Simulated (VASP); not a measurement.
Here is a VASP 6.6.1 calculation.

Contents of INCAR:

```
SYSTEM = Sr3CuH2
  PREC = Accurate
  ENCUT = 520
  EDIFF = 1E-7
  ISMEAR = 0
  SIGMA = 0.1
  LREAL = .False.
  LASPH = .True.
  NELM = 100
  ALGO = Normal
  ISIF = 2
  LWAVE = .False.
  LCHARG = .False.
  GGA = PE
  NBANDS = 30
```

Contents of KPOINTS:

```
regular mesh
0
Gamma
  3 3 6
  0 0 0
```

POSCAR

```
Sr3CuH2
1.0
    6.0832911100      0.0000000000      0.0000000000
   -3.0416455500      5.2682846400      0.0000000000
    0.0000000000      0.0000000000      3.5038300800
Sr Cu H
3 1 2
Direct
    0.5000000000      0.0000000000      0.5000000000
    0.5000000000      0.5000000000      0.5000000000
    0.0000000000      0.5000000000      0.5000000000
    0.0000000000      0.0000000000      0.0000000000
    0.3333333300      0.6666666700      0.0000000000
    0.6666666700      0.3333333300      0.0000000000
```

Potentials or basis: VASP PAW PBE potentials, release 64 (Sr_sv, Cu, H).

Command:

```console
$ cat potpaw_PBE.64/Sr_sv/POTCAR potpaw_PBE.64/Cu/POTCAR potpaw_PBE.64/H/POTCAR > POTCAR
$ mpirun -np 1 vasp_std > vasp.out
```

(1) What does it give for the pressure?

(2) What does it give for the band gap on the k mesh?

Answers

(1) 8.0 GPa.

(2) zero (an odd number of electrons rules out a gap without spin polarisation).

Caveat: the k points lie up to 0.40 Å⁻¹ apart, too coarse for converged energies and pressures of a metal.
